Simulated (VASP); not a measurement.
Wanted: the native input for a VASP 6.6.1 run.

| Quantity | Value |
| --- | --- |
| Task | single point |
| Functional | PBEsol |
| Potentials or basis | VASP PAW PBE potentials, release 64 (Zn, O) |
| Cutoff | 520 eV |
| k mesh | 9 × 9 × 6 |
| Occupations | fermi-dirac, width 0.03 eV |
| Spin | no spin polarisation |
| Dipole correction | no |
| Further INCAR settings | ALGO = Normal; EDIFF = 1e-06; NBANDS = 26 |

The structure of ZnO lies in POSCAR:

```
ZnO
1.0
    3.4100853823      0.0000000000      0.0000000000
   -1.7050426911      2.9532205701      0.0000000000
    0.0000000000      0.0000000000      4.4877390541
Zn O
2 2
Direct
    0.3333333333      0.6666666667      0.2500000000
    0.6666666667      0.3333333333      0.7500000000
    0.6666666667      0.3333333333      0.2500000000
    0.3333333333      0.6666666667      0.7500000000
```

The input as run:

INCAR

```
  PREC = Accurate
  ENCUT = 520
  EDIFF = 1E-6
  ISMEAR = -1
  SIGMA = 0.03
  LREAL = False
  LASPH = True
  NELM = 100
  ALGO = Normal
  ISIF = 2
  LWAVE = False
  LCHARG = True
  GGA = PS
  LELF = True
  LVHAR = True
  NBANDS = 26
```

KPOINTS

```
regular mesh
0
Gamma
  9 9 6
```

Potentials or basis: VASP PAW PBE potentials, release 64 (Zn, O).

The run is started by

```console
$ cat potpaw_PBE.64/Zn/POTCAR potpaw_PBE.64/O/POTCAR > POTCAR
$ mpirun -np 1 vasp_std > vasp.out
```

It gave:

The pressure is 1.1 GPa. The band gap on the k mesh is 0.92 eV, indirect (least direct gap 0.95 eV).

Caveat: the PAW data sets were made with another functional, which shifts forces and pressure a little.

It took 91 s on 1 thread of Intel Xeon 8259CL, with other jobs on the host, peak memory 0.19 GiB.
